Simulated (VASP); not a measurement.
A run of VASP 6.6.1 is set up as follows.

The input INCAR:

```
SYSTEM = Cd
  PREC = Accurate
  ENCUT = 600
  EDIFF = 1E-6
  ISMEAR = -1
  SIGMA = 0.08
  LREAL = .FALSE.
  LASPH = .TRUE.
  NELM = 100
  ALGO = Normal
  ISIF = 3
  LWAVE = .FALSE.
  LCHARG = .FALSE.
  GGA = PE
  IBRION = 2
  NSW = 32
  EDIFFG = -0.005
  PSTRESS = 2100.0
```

File KPOINTS:

```
Automatic mesh
0
G
  16 16 16
  0 0 0
```

The input POSCAR:

```
Cd
1.0
    2.3050878380      0.0000000000      0.0000000000
    0.0000000000      2.3050878380      0.0000000000
    0.0000000000      0.0000000000      2.3050878380
Cd
1
Direct
    0.0000000000      0.0000000000      0.0000000000
```

Potentials or basis: VASP PAW PBE potentials, release 64 (Cd).

Run with:

```sh
$ cat potpaw_PBE.64/Cd/POTCAR > POTCAR
$ mpirun -np 1 vasp_std > vasp.out
```

Question: Predict the relaxed cell.

Answer: a = 2.313 Å, b = 2.313 Å, c = 2.313 Å, α = 90.00°, β = 90.00°, γ = 90.00°.

Question: What does it give for the band gap on the k mesh?

Answer: Zero (band 6 reaches 16.19 eV, above the bottom of band 7 at 7.41 eV).

Question: Predict the space group after relaxing (to 0.05 Å).

Answer: Pm-3m (No. 221).

Question: What does it give for the relaxed volume?

Answer: 12.38 Å³/atom.

Step by step:
```
step  energy change (eV)  largest force (eV/Å)  pressure (GPa)  volume (Å³)
   1              0.0000                0.0000          219.16        12.25
   2             -1.4421                0.0000          146.21        13.53
   3             -0.1863                0.0000          209.56        12.39
   4             -0.1777                0.0000          209.98        12.38
```

Caveat: the cell is relaxed towards a set pressure, so the enthalpy falls and the energy may rise.
